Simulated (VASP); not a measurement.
Set up this calculation in VASP 6.6.1, as the native input.

| Item | Value |
| --- | --- |
| Task | single point |
| Functional | PBE |
| Potentials or basis | VASP PAW PBE potentials, release 64 (Ge_d, Cl) |
| Cutoff | 520 eV |
| k mesh | 6 × 6 × 2 |
| Occupations | gaussian, width 0.1 eV |
| Spin | no spin polarisation |
| Dipole correction | no |
| Further INCAR settings | ALGO = Normal; EDIFF = 1e-06; NBANDS = 26 |

The structure of GeCl3 lies in POSCAR:

```
GeCl3
1.0
    3.0167199300      0.0000000000      0.0000000000
    0.0000000000      3.0167199300      0.0000000000
    0.0000000000      0.0000000000     11.6358747600
Ge Cl
1 3
Direct
    0.0000000000      0.0000000000      0.0000000000
    0.0000000000      0.0000000000      0.2312210100
    0.0000000000      0.0000000000      0.5000000000
    0.0000000000      0.0000000000      0.7687789900
```

The cell was generated, and may not be a known phase.

These files were run (other wordings do the same):

INCAR

```
PREC     = Accurate       # precision mode
ENCUT    = 520            # plane-wave cutoff, eV
EDIFF    = 1E-6           # SCF threshold, eV
ISMEAR   = 0              # smearing method
SIGMA    = 0.1            # smearing width, eV
LREAL    = False          # projectors in reciprocal space
LASPH    = True           # aspherical terms in the spheres
NELM     = 100            # most SCF steps
ALGO     = Normal         # electronic algorithm
ISIF     = 2              # what is computed and relaxed
LWAVE    = False          # write WAVECAR
LCHARG   = True           # write CHGCAR
GGA      = PE             # functional
LELF     = True           # ELF
LVHAR    = True         
NBANDS   = 26             # bands
```

KPOINTS

```
Automatic mesh
0
Gamma
  6 6 2
```

Potentials or basis: VASP PAW PBE potentials, release 64 (Ge_d, Cl).

The run is started by

```console
$ cat potpaw_PBE.64/Ge_d/POTCAR potpaw_PBE.64/Cl/POTCAR > POTCAR
$ mpirun -np 1 vasp_std > vasp.out
```

Results of the run:

```json
{"Pressure": "-4.1 GPa", "Largest force": "0.866 eV/Å", "Band gap on the k mesh": "zero (an odd number of electrons rules out a gap without spin polarisation)"}
```

Caveat: the cell stands under tension; this functional lacks dispersion, which binds layers or chains, so the pressure and a relaxed spacing across them are unreliable; an odd number of electrons without spin polarisation forces a metal; a magnetic or distorted state may lie lower.

It took 97 s on 1 thread of Oxide Virtual Turin-like Processor, on a shared host, peak memory 0.2 GiB.
